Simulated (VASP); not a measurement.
Write the native input for VASP 6.6.1 that does the following.

```yaml
Task: single point
Functional: PBE
Potentials_or_basis: VASP PAW PBE potentials, release 64 (Zr_sv, N)
Cutoff: 520 eV
k_mesh: 4 × 4 × 4
Occupations: gaussian, width 0.1 eV
Spin: no spin polarisation
Dipole_correction: no
Further_INCAR_settings: LREAL = Auto; ALGO = Normal; EDIFF = 1e-06; NBANDS = 88
```

The structure of Zr9N8 (a cell with a defect) lies in POSCAR:

```
Zr9N8
1.0
    0.0000000000      4.5945978683     -4.5945978683
    4.5945978683      4.5945978683      0.0000000000
    4.5945978683      0.0000000000     -4.5945978683
Zr N
9 8
Direct
    0.2518840676      0.7518538290      0.2482193290
    0.2521094410      0.2526465935      0.2475858677
    0.7526772961      0.7520822494      0.2475849971
    0.7284689751      0.2284487196      0.2940289964
    0.2518809117      0.7518515437      0.7480061582
    0.3338175710      0.2170201895      0.7245100867
    0.7170495862      0.8337775383      0.7245144397
    0.7285554897      0.2285352342      0.7489594517
    0.9080651059      0.4080167740      0.8421133059
    0.4947164181      0.5016430308      0.0017903634
    0.4902797948     -0.0097517783      0.0332883322
    1.0125722932      0.5125489907      0.0158376211
    1.0016698157     -0.0053192903      0.0017938458
    0.5073753061      0.5143056188      0.4891445485
    0.4902394213     -0.0097893224      0.4861104419
    1.0124538933      0.5124279790      0.4592222346
    1.0143257655      0.0073486301      0.4891481397
```

These files were run (other wordings do the same):

INCAR

```
SYSTEM = Zr9N8
ALGO = Normal
EDIFF = 1E-6
ENCUT = 520
GGA = PE
ISIF = 2
ISMEAR = 0
LASPH = .True.
LCHARG = .False.
LREAL = Auto
LWAVE = .False.
NBANDS = 88
NELM = 80
PREC = Accurate
SIGMA = 0.1
```

KPOINTS

```
k-points
0
Gamma
  4 4 4
  0 0 0
```

Potentials or basis: VASP PAW PBE potentials, release 64 (Zr_sv, N).

Run with:

```bash
$ cat potpaw_PBE.64/Zr_sv/POTCAR potpaw_PBE.64/N/POTCAR > POTCAR
$ mpirun -np 1 vasp_std > vasp.out
```

It gave:

```yaml
Pressure: 37.3 GPa
Largest_force: 0.077 eV/Å
Band_gap_on_the_k_mesh: zero (band 74 reaches 13.66 eV, above the bottom of band 75 at 12.74 eV)
```

Run time: 33 min on 1 thread of AMD EPYC 7R43 64-Core Processor (Zen 3), with other jobs on the host, peak memory 0.52 GiB.
